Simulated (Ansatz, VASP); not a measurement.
# AgI in VASP and in Ansatz

INCAR

```
  ALGO = Normal
  EDIFF = 1E-6
  ENCUT = 500
  GGA = PE
  GGA_COMPAT = False
  ISIF = 2
  ISMEAR = 0
  LASPH = True
  LCHARG = False
  LREAL = False
  LWAVE = False
  NBANDS = 26
  NELM = 120
  PREC = Accurate
  SIGMA = 0.01
```

File KPOINTS:

```
k-points
0
Gamma
  6 6 2
```

Contents of POSCAR:

```
AgI
1.0
    4.6507421514      0.0000000000      0.0000000000
   -2.3253710757      4.0276608495      0.0000000000
    0.0000000000      0.0000000000      7.5997163705
Ag I
2 2
Direct
    0.6666666667      0.3333333333      0.6275238183
    0.3333333333      0.6666666667      0.1275238183
    0.6666666667      0.3333333333      0.0024761817
    0.3333333333      0.6666666667      0.5024761817
```

Input for Ansatz:

```yaml
crystal:
  lattice:
    - [4.6507421514, 0.0, 0.0]
    - [-2.3253710757, 4.0276608495, 0.0]
    - [0.0, 0.0, 7.5997163705]
  atoms:
    - { symbol: Ag, position: [0.6666666667, 0.3333333333, 0.6275238183] }
    - { symbol: Ag, position: [0.3333333333, 0.6666666667, 0.1275238183] }
    - { symbol: I, position: [0.6666666667, 0.3333333333, 0.0024761817] }
    - { symbol: I, position: [0.3333333333, 0.6666666667, 0.5024761817] }
kpoints:
  mp_grid: { grid: [6, 6, 2] }
hamiltonian:
  xc: pbe
scf:
  occupations: { method: fixed }
  n_extra_bands: 5
  mixing: { ndim: 30 }
  max_iter: 69
output:
  forces: true
  stress: true
  eigenvalues: true
```

Alike in both runs: task single point; functional PBE; k mesh 6 × 6 × 2; no spin polarisation.

```csv
,VASP,Ansatz
version,VASP 6.6.1,Ansatz 0.2.0
potentials or method,"VASP PAW PBE potentials, release 64 (Ag, I)",plane waves
plane-wave cutoff (eV),500,420
occupations,"gaussian, width 0.01 eV",fixed
valence electrons in the cell,36,72
```

|  | VASP | Ansatz | Ansatz less VASP |
| --- | --- | --- | --- |
| gap on the k mesh at the Fermi level (eV) | 1.37 | 1.37 | -0.002 |
| pressure (GPa) | 0.6 | 0.6 | +0.06 |

VASP's potentials hold 36 valence electrons a cell and Ansatz's 72, so a difference there can come from the potentials and not from the codes.

Spin-orbit coupling is off throughout.
